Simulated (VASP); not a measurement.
Runs of VASP 6.6.1 on Sn4P. The structure is that of space group Im-3m (No. 229), or close to it. The cells are those of the table. The cell was generated, and may not be a known phase.

```tsv
task	cell	k mesh	cutoff (eV)	gap on the mesh (eV)	pressure (GPa)	relaxed volume (Å³/atom)
single point	a = 5.730 Å, angles 109.5°, 5 atoms	8 × 8 × 8	520	none	-0.1	-
relaxation of cell and atoms	relaxed from a = 5.480 Å, angles 109.5°, 5 atoms	4 × 4 × 4	600	none	0.0	(a)
relaxation of cell and atoms	relaxed from a = 5.747 Å, angles 109.5°, 5 atoms	8 × 8 × 8	600	none	0.0	28.95
single point	a = 5.480 Å, angles 109.5°, 5 atoms	4 × 4 × 4	520	none	8.6	-
```

Alike in all rows: level PBE; potentials or basis VASP PAW PBE potentials, release 64 (Sn_d, P); no spin polarisation; smearing gaussian 0.1 eV.

Fill in the values left out.

(a) 29.15.

Caveats: spin-orbit coupling is left out, which moves the levels of the heavy elements; the volume moved by over 15 % at a fixed basis, so the end points are rough (at least some runs); the cell stands under pressure (at least some runs).

A k mesh can miss the band edges, and the runs leave out spin-orbit coupling on Sn.

A gap of «none» marks levels without a gap at the run's occupations.
